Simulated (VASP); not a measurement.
A run of VASP 6.6.1 is set up as follows.

The input INCAR:

```
SYSTEM = CuO
PREC = Accurate
ENCUT = 820
EDIFF = 1E-6
ISMEAR = 0
SIGMA = 0.05
LREAL = .FALSE.
LASPH = .TRUE.
NELM = 200
ALGO = Normal
ISIF = 2
LWAVE = .FALSE.
LCHARG = .FALSE.
ISPIN = 2
MAGMOM = 0.52 0.52 0.27 0.27
LORBIT = 11
NUPDOWN = 1.5
LMAXMIX = 4
LDAU = .TRUE.
LDAUTYPE = 2
LDAUL = 2 -1
LDAUU = 8 0
LDAUJ = 0 0
LDAUPRINT = 1
GGA = CA
NBANDS = 37
GGA_COMPAT = .FALSE.
```

The input KPOINTS:

```
regular mesh
0
G
  7 7 4
  0 0 0
```

File POSCAR:

```
CuO
1.0
    2.3446497600     -1.7133998200      0.0000000000
    2.3446497600      1.7133998200      0.0000000000
   -0.8605499100      0.0000000000      5.0594394800
Cu O
2 2
Direct
    0.0032000000      0.4968000000      0.0000000000
    0.4968000000      0.0032000000      0.5000000000
    0.5714000000      0.4056000000      0.2537000000
    0.4056000000      0.5714000000      0.7537000000
```

Potentials or basis: VASP PAW LDA potentials, release 64 (Cu_sv_GW, O).

Command:

```sh
$ cat potpaw_LDA.64/Cu_sv_GW/POTCAR potpaw_LDA.64/O/POTCAR > POTCAR
$ mpirun -np 1 vasp_std > vasp.out
```

Q: Estimate the largest force.

A: 0.736 eV/Å.

Q: What does it give for the pressure?

A: -9.4 GPa.

Forces on the atoms (eV/Å):
```
Cu  -0.631  0.277  0.258
Cu  -0.631 -0.277  0.258
O    0.631  0.227 -0.258
O    0.631 -0.227 -0.258
```

Caveat: the cell stands under tension; the total moment is fixed, so each spin has its own Fermi level and the state may be an excited one. The state reached can hang on the start; a lower one may exist.
